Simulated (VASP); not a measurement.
Set up this calculation in VASP 6.6.1, as the native input.

```
Task                   : single point
Functional             : PBE
Potentials or basis    : VASP PAW PBE potentials, release 64 (Ag, Br)
Cutoff                 : 500 eV
k mesh                 : 8 × 8 × 8
Occupations            : fermi-dirac, width 0.02 eV
Spin                   : no spin polarisation
Dipole correction      : no
Further INCAR settings : ALGO = Normal; EDIFF = 1e-06; NBANDS = 16
```

The structure of AgBr lies in POSCAR:

```
AgBr
1.0
    0.0000000000      2.8927622870      2.8927622870
    2.8927622870      0.0000000000      2.8927622870
    2.8927622870      2.8927622870      0.0000000000
Ag Br
1 1
Direct
    0.0000000000      0.0000000000      0.0000000000
    0.5000000000      0.5000000000      0.5000000000
```

These files were run (other wordings do the same):

INCAR

```
ALGO     = Normal         # electronic algorithm
EDIFF    = 1E-6           # SCF threshold, eV
ENCUT    = 500            # plane-wave cutoff, eV
GGA      = PE             # functional
GGA_COMPAT= F            
ISIF     = 2              # what is computed and relaxed
ISMEAR   = -1             # smearing method
LASPH    = T              # aspherical terms in the spheres
LCHARG   = F              # write CHGCAR
LREAL    = F              # projectors in reciprocal space
LWAVE    = F              # write WAVECAR
NBANDS   = 16             # bands
NELM     = 120            # most SCF steps
PREC     = Accurate       # precision mode
SIGMA    = 0.02           # smearing width, eV
```

KPOINTS

```
k-points
0
Gamma
  8 8 8
```

Potentials or basis: VASP PAW PBE potentials, release 64 (Ag, Br).

Command:

```console
$ cat potpaw_PBE.64/Ag/POTCAR potpaw_PBE.64/Br/POTCAR > POTCAR
$ mpirun -np 1 vasp_std > vasp.out
```

Results of the run:

```yaml
Pressure: 1.2 GPa
Band_gap_on_the_k_mesh: 0.68 eV, indirect (least direct gap 2.53 eV)
```

Run time: 9.2 s on 1 thread of Intel(R) Xeon(R) 6975P-C (Granite Rapids), on a shared host, peak memory 0.17 GiB.
